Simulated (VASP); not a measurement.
**NaH: single point with PBE-based screened hybrid with 75 % exact exchange**

NaH:

```xyz
2
Lattice="0.0000 2.5969 2.5969 2.5969 0.0000 2.5969 2.5969 2.5969 0.0000" Properties=species:S:1:pos:R:3 pbc="T T T"
Na    0.0000    0.0000    0.0000
H     1.2985    1.2985    1.2985
```

| Property | Result |
| --- | --- |
| Program | VASP 6.6.1 |
| Task | single point |
| Functional | PBE-based screened hybrid with 75 % exact exchange |
| Potentials or basis | VASP PAW PBE potentials, release 64 (Na_pv, H) |
| Cutoff | 520 eV |
| k mesh | 4 × 4 × 4 |
| Occupations | gaussian, width 0.01 eV |
| Spin | no spin polarisation |
| Dipole correction | no |
| Grid for exact exchange (PRECFOCK) | Normal |
| Share of exact exchange | 0.75 |
| Further INCAR settings | ALGO = Normal; EDIFF = 1e-06; NBANDS = 11 |
| Screening parameter | 0.2078 1/Å |

The pressure is -0.3 GPa and the band gap on the k mesh is 6.72 eV (least direct gap 7.58 eV).

Levels at points of the mesh, in eV from the valence-band top:
```
           k point  band 2  band 3  band 4  band 5  band 6  band 7
(0.00, 0.00, 0.00)  -28.78  -28.78   -3.42   12.14   17.56   17.56
(0.50, 0.00, 0.00)  -28.78  -28.78   -0.86    6.72   14.71   16.70
(0.50, 0.50, 0.00)  -28.79  -28.79   -0.09    8.34   10.90   13.58
```

It took 84 s on 1 thread of Intel(R) Xeon(R) Platinum 8488C (Sapphire Rapids), on a shared host, peak memory 0.25 GiB.

Caveat: the k points lie up to 0.52 Å⁻¹ apart; the PAW data sets were made with another functional, which shifts forces and pressure a little. A k mesh can miss the band edges.
